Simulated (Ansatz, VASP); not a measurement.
# AlV2C in VASP and in Ansatz

Contents of INCAR:

```
SYSTEM = AlV2C
PREC = Accurate ; ENCUT = 600
EDIFF = 1E-6 ; ISMEAR = 0
SIGMA = 0.1 ; LREAL = .FALSE.
LASPH = .TRUE. ; NELM = 120
ALGO = Normal ; ISIF = 2
LWAVE = .FALSE. ; LCHARG = .FALSE.
GGA = PS ; NBANDS = 43
GGA_COMPAT = .FALSE.
```

The input KPOINTS:

```
Automatic mesh
0
G
  12 12 4
  0 0 0
```

POSCAR

```
AlV2C
1.0
    2.8773591266      0.0000000000      0.0000000000
   -1.4386795633      2.4918660994      0.0000000000
    0.0000000000      0.0000000000     13.0204774048
Al V C
2 4 2
Direct
    0.3333333333      0.6666666667      0.2500000000
    0.6666666667      0.3333333333      0.7500000000
    0.3333333333      0.6666666667      0.5854154132
    0.6666666667      0.3333333333      0.4145845868
    0.6666666667      0.3333333333      0.0854154132
    0.3333333333      0.6666666667      0.9145845868
    0.0000000000      0.0000000000      0.0000000000
    0.0000000000      0.0000000000      0.5000000000
```

Input for Ansatz:

```yaml
crystal:
  lattice:
    - [2.8773591266, 0.0, 0.0]
    - [-1.4386795633, 2.4918660994, 0.0]
    - [0.0, 0.0, 13.0204774048]
  atoms:
    - { symbol: Al, position: [0.3333333333, 0.6666666667, 0.25] }
    - { symbol: Al, position: [0.6666666667, 0.3333333333, 0.75] }
    - { symbol: V, position: [0.3333333333, 0.6666666667, 0.5854154132] }
    - { symbol: V, position: [0.6666666667, 0.3333333333, 0.4145845868] }
    - { symbol: V, position: [0.6666666667, 0.3333333333, 0.0854154132] }
    - { symbol: V, position: [0.3333333333, 0.6666666667, 0.9145845868] }
    - { symbol: C, position: [0.0, 0.0, 0.0] }
    - { symbol: C, position: [0.0, 0.0, 0.5] }
basis:
  ecutwfc: 420
kpoints:
  mp_grid: { grid: [12, 12, 4] }
hamiltonian:
  xc: pbesol
scf:
  occupations: { method: gaussian, width: 0.1 }
  lower_state_search: "off"
output:
  forces: true
  eigenvalues: true
  stress: true
```

Alike in both runs: task single point; functional PBEsol; k mesh 12 × 12 × 4; occupations gaussian, width 0.1 eV; no spin polarisation.

```csv
,VASP,Ansatz
version,VASP 6.6.1,Ansatz 0.2.0
potentials or method,"VASP PAW PBE potentials, release 64 (Al, V_sv, C), cutoff 600 eV","scalar-relativistic, plane waves, PAW"
valence electrons in the cell,66,66
```

|  | VASP | Ansatz | Ansatz less VASP |
| --- | --- | --- | --- |
| gap on the k mesh at the Fermi level (eV) | none | none | - |
| pressure (GPa) | 0.3 | 0.0 | -0.28 |
| rms of the force components (eV/Å) | 0.013 | 0.000 | -0.0129 |

VASP's potentials were made for PBE, not for PBEsol. Atom by atom the forces differ by 0.013 eV/Å (rms over components). A gap of «none» marks a metal or a gap that the smearing closes. With one functional, cell and mesh, what is left measures potentials, basis and numerics.
